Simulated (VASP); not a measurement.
# Ga3Sb2As (I-4m2) in VASP: further runs, part 2 of 2

VASP 6.6.1.

## Step 3: Relaxation of cell and atoms, PBE

This run uses another cell than the first one, of 23.28 Å³/atom.

INCAR reads:

```
SYSTEM = Ga3Sb2As
PREC = Accurate
ENCUT = 600
EDIFF = 1E-6
ISMEAR = 0
SIGMA = 0.1
LREAL = .False.
LASPH = .True.
NELM = 100
ALGO = Normal
ISIF = 3
LWAVE = .False.
LCHARG = .False.
GGA = PE
IBRION = 2
NSW = 90
EDIFFG = -0.04
```

KPOINTS reads:

```
Automatic mesh
0
Gamma
  6 6 6
  0 0 0
```

POSCAR reads:

```
Ga3Sb2As
1.0
   -2.0191846700      2.0191846700      8.5666750300
    2.0191846700     -2.0191846700      8.5666750300
    2.0191846700      2.0191846700     -8.5666750300
Ga Sb As
3 2 1
Direct
    0.0000000000      0.0000000000      0.0000000000
    0.6666666700      0.6666666700      0.0000000000
    0.3333333300      0.3333333300      0.0000000000
    0.5833333300      0.0833333300      0.5000000000
    0.9166666700      0.4166666700      0.5000000000
    0.2500000000      0.7500000000      0.5000000000
```

Potentials or basis: VASP PAW PBE potentials, release 64 (Ga_d, Sb, As).

The run is started by

```bash
$ cat potpaw_PBE.64/Ga_d/POTCAR potpaw_PBE.64/Sb/POTCAR potpaw_PBE.64/As/POTCAR > POTCAR
$ mpirun -np 1 vasp_std > vasp.out
```

OUTCAR:

```text
SYSTEM = Ga3Sb2As
   PREC = Accurate
   ENCUT = 600
   EDIFF = 1E-6
   ISMEAR = 0
   LREAL = .False.
   LASPH = .True.
   NELM = 100
   ISIF = 3
   GGA = PE
   IBRION = 2
   NSW = 90
   EDIFFG = -0.04

 ion  position               nearest neighbor table
   1  0.000  0.000  0.000-   4 2.47   5 2.47   4 2.47   5 2.47
   2  0.667  0.667  0.000-   6 2.47   6 2.47   4 2.47   4 2.47
   3  0.333  0.333  0.000-   6 2.47   6 2.47   5 2.47   5 2.47
   4  0.583  0.083  0.500-   1 2.47   1 2.47   2 2.47   2 2.47
   5  0.917  0.417  0.500-   1 2.47   1 2.47   3 2.47   3 2.47
   6  0.250  0.750  0.500-   3 2.47   2 2.47   3 2.47   2 2.47

  LATTYP: Found a body centered tetragonal cell.
 ALAT       =     4.0383693400
 C/A-ratio  =     4.2426406843

  Lattice vectors:

 A1 = (  -2.0191846700,   2.0191846700,   8.5666750300)
 A2 = (   2.0191846700,  -2.0191846700,   8.5666750300)
 A3 = (   2.0191846700,   2.0191846700,  -8.5666750300)

Analysis of symmetry for initial positions (statically):
=====================================================================
 Subroutine PRICEL returns:
 Original cell was already a primitive cell.

 Routine SETGRP: Setting up the symmetry group for a
 body centered tetragonal supercell.

 Subroutine GETGRP returns: Found  8 space group operations
 (whereof  8 operations were pure point group operations)
 out of a pool of 16 trial point group operations.

The static configuration has the point symmetry D_2d.

Analysis of symmetry for dynamics (positions and initial velocities):
=====================================================================
 Subroutine PRICEL returns:
 Original cell was already a primitive cell.

 Routine SETGRP: Setting up the symmetry group for a
 body centered tetragonal supercell.

 Subroutine GETGRP returns: Found  8 space group operations
 (whereof  8 operations were pure point group operations)
 out of a pool of 16 trial point group operations.

The dynamic configuration has the point symmetry D_2d.

 Subroutine INISYM returns: Found  8 space group operations
 (whereof  8 operations are pure point group operations),
 and found     1 'primitive' translations

----------------------------------------------------------------------------------------
[... 107 lines left out ...]
   ISIF   =      3    stress and relaxation
   ISYM   =      2    0-nonsym 1-usesym 2-fastsym
   POTIM  = 0.5000    time-step for ionic-motion
   TEBEG  =    0.0;   TEEND  =   0.0 temperature during run
   PSTRESS=    0.0 pullay stress
   NELECT =      54.0000    total number of electrons
   NUPDOWN=      -1.0000    fix difference up-down
   EMIN   =  10.00;   EMAX   =-10.00  energy-range for DOS
   EFERMI =   0.00;   METHOD = LEGACY
   ISMEAR =     0;   SIGMA  =   0.10  broadening in eV -4-tet -1-fermi 0-gaus
   EFERMI_NEDOS =   21; number of points for ismear=-14 and -15
   IALGO  =     38    algorithm
   IMIX   =      4    mixing-type and parameters
     AMIX     =   0.40;   BMIX     =  1.00
     AMIX_MAG =   1.60;   BMIX_MAG =  1.00
  volume/ion in A,a.u.               =      23.28       157.13
  Fermi-wavevector in a.u.,A,eV,Ry     =   1.192517  2.253531 19.348806  1.422097
  Thomas-Fermi vector in A             =   2.328553
   LORBIT       =      0    0 simple, 1 ext, 2 COOP (PROOUT), +10 PAW based schemes
   GGA     = PE    functional components
   LHFCALC =     F    Hartree Fock is set to
   AEXX    =    0.0000 exact exchange contribution
   IVDW    =     0    specifies the selected vdW correction
   LEPSILON=     F    determine dielectric tensor
   LRPA    =     F    only Hartree local field effects (RPA)
 conjugate gradient relaxation of ions
 non-spin polarized calculation
 Gauss-broadening in eV      SIGMA  =   0.10
  energy-cutoff  :      600.00
  volume of cell :      139.71
 maximum number of plane-waves:      4704
   NGX = 37   NGY = 37   NGZ = 37

--------------------------------------- Ionic step        1  -------------------------------------------

 number of electron      54.0000011 magnetization

 Free energy of the ion-electron system (eV)
  ---------------------------------------------------
  ext. energy  EPLUGINS =         0.00000000
  ---------------------------------------------------
  free energy    TOTEN  =       -21.61936624 eV

  energy without entropy =      -21.61936623  energy(sigma->0) =      -21.61936623

 E-fermi :   6.3925     XC(G=0):  -9.8347

 val. band max:        6.0536408253   @ k =   0.0000   0.0000   0.0000
 cond. band min:       6.7220175561   @ k =   0.0000   0.0000   0.0000
 fundamental gap:      0.6683767308
 Fermi energy:         6.3924993144

 k-point     1 :       0.0000    0.0000    0.0000
  band No.  band energies     occupation
      1      -9.4552      2.00000
      2      -9.3786      2.00000
      3      -9.3786      2.00000
      4      -9.3271      2.00000
      5      -9.3066      2.00000
      6      -9.2857      2.00000
[... 1030 lines left out ...]
--------------------------------------- Ionic step        6  -------------------------------------------

 number of electron      54.0000012 magnetization

 Free energy of the ion-electron system (eV)
  ---------------------------------------------------
  ext. energy  EPLUGINS =         0.00000000
  ---------------------------------------------------
  free energy    TOTEN  =       -22.84476747 eV

  energy without entropy =      -22.84391383  energy(sigma->0) =      -22.84434065

 E-fermi :   4.1939     XC(G=0):  -9.0225

 val. band max:        4.1709259881   @ k =   0.0000   0.0000   0.0000
 cond. band min:       4.4389737586   @ k =  -0.3333   0.3333   0.3333
 fundamental gap:      0.2680477706
 Fermi energy:         4.1939302654

 k-point     1 :       0.0000    0.0000    0.0000
  band No.  band energies     occupation
      1     -10.8333      2.00000
      2     -10.7935      2.00000
      3     -10.7856      2.00000
      4     -10.7856      2.00000
      5     -10.7658      2.00000
      6     -10.7658      2.00000
[... 864 lines left out ...]
  FREE ENERGIE OF THE ION-ELECTRON SYSTEM (eV)
  ---------------------------------------------------
  free  energy   TOTEN  =       -22.8447674739 eV

  energy  without entropy=      -22.8439138320  energy(sigma->0) =      -22.84434065

 reached required accuracy - stopping structural energy minimisation
```

OSZICAR:

```text
N       E                     dE             d eps       ncg     rms          rms(c)
DAV:   1     0.442026740209E+03    0.44203E+03   -0.27190E+04  2000   0.254E+03
DAV:   2     0.368200785825E+02   -0.40521E+03   -0.39810E+03  2064   0.592E+02
DAV:   3    -0.195747736573E+02   -0.56395E+02   -0.55456E+02  2168   0.159E+02
DAV:   4    -0.219043784224E+02   -0.23296E+01   -0.23244E+01  2424   0.357E+01
[... 59 lines left out ...]
DAV:   3    -0.228450840963E+02    0.33486E-02   -0.60956E-03  2560   0.868E-01    0.709E-02
DAV:   4    -0.228448052996E+02    0.27880E-03   -0.98707E-04  2232   0.361E-01    0.263E-02
DAV:   5    -0.228447715245E+02    0.33775E-04   -0.63605E-05  2824   0.871E-02    0.115E-02
DAV:   6    -0.228447674747E+02    0.40498E-05   -0.14734E-05  2464   0.481E-02    0.458E-03
DAV:   7    -0.228447674739E+02    0.86857E-09   -0.23541E-06  1792   0.208E-02
   6 F= -.22844767E+02 E0= -.22844341E+02  d E =-.347653E-02
```

CONTCAR:

```text
Ga3Sb2As
   1.00000000000000
    -2.1499831999187333    2.1499831999187333    9.0711487267030844
     2.1499831999187333   -2.1499831999187333    9.0711487267030844
     2.1499831999187333    2.1499831999187333   -9.0711487267030844
  Ga              Sb              As
     3     2     1
Direct
     1.0000000000000000    0.0000000000000000    0.0000000000000000
     0.6740020740174533    0.6740020740174533    0.0000000000000000
     0.3259979259825468    0.3259979259825468    1.0000000000000000
     0.5867561475331458    0.0867561475331457    0.5000000000000000
     0.9132438524668542    0.4132438524668542    0.5000000000000000
     0.2500000000000000    0.7500000000000000    0.5000000000000000

  0.00000000E+00  0.00000000E+00  0.00000000E+00
  0.00000000E+00  0.00000000E+00  0.00000000E+00
  0.00000000E+00  0.00000000E+00  0.00000000E+00
  0.00000000E+00  0.00000000E+00  0.00000000E+00
  0.00000000E+00  0.00000000E+00  0.00000000E+00
  0.00000000E+00  0.00000000E+00  0.00000000E+00
```

Wall time 22 min (1 thread of Intel Xeon 6975P-C (Granite Rapids), shared host); peak memory 0.94 GiB.

Results:

| Property | Result |
| --- | --- |
| Free energy | -22.8448 eV |
| Relaxed volume | 27.95 Å³/atom |
| Relaxed cell | a = 9.567 Å, b = 9.567 Å, c = 9.567 Å, α = 154.03°, β = 154.03°, γ = 37.06° |
| Space group after relaxing (to 0.1 Å) | I-4m2 (No. 119) |
| Energy gained by relaxing | 204.2 meV/atom |
| Ionic steps | 6 |
| Pressure after relaxing | 0.0 GPa |
| Largest force after relaxing | 0.032 eV/Å |
| Band gap on the k mesh | zero (filled and empty bands touch) |

Forces in eV/Å, atoms in the order of the input:
```
Ga   0.000  0.000  0.000
Ga   0.000  0.000 -0.010
Ga   0.000  0.000  0.010
Sb   0.000  0.000  0.032
Sb   0.000  0.000 -0.032
As   0.000  0.000  0.000
```

The path:
```csv
step,energy change (eV),largest force (eV/Å),pressure (GPa),volume (Å³)
1,0.0000,1.6125,14.28,139.71
2,-0.9482,0.2782,-3.90,186.00
3,-1.1693,0.4973,-0.28,168.89
4,-1.1955,0.3298,-0.08,168.24
5,-1.2219,0.1797,0.20,166.71
6,-1.2254,0.0321,-0.04,167.72
```

Final structure:
```yaml
crystal:
  lattice:
    - [-2.14998, 2.14998, 9.07115]
    - [2.14998, -2.14998, 9.07115]
    - [2.14998, 2.14998, -9.07115]
  atoms:
    - { symbol: Ga, position: [0.00000, 0.00000, 0.00000] }
    - { symbol: Ga, position: [0.67400, 0.67400, 0.00000] }
    - { symbol: Ga, position: [0.32600, 0.32600, 0.00000] }
    - { symbol: Sb, position: [0.58676, 0.08676, 0.50000] }
    - { symbol: Sb, position: [0.91324, 0.41324, 0.50000] }
    - { symbol: As, position: [0.25000, 0.75000, 0.50000] }
```

Caveat: the volume moved by over 15 % at a fixed basis, so the end points are rough; semilocal functionals underestimate gaps, and a narrow one can read as zero; spin-orbit coupling is left out, which moves the levels of the heavy elements.

The gap in the log of VASP goes by the Fermi energy; the results here count the filled bands.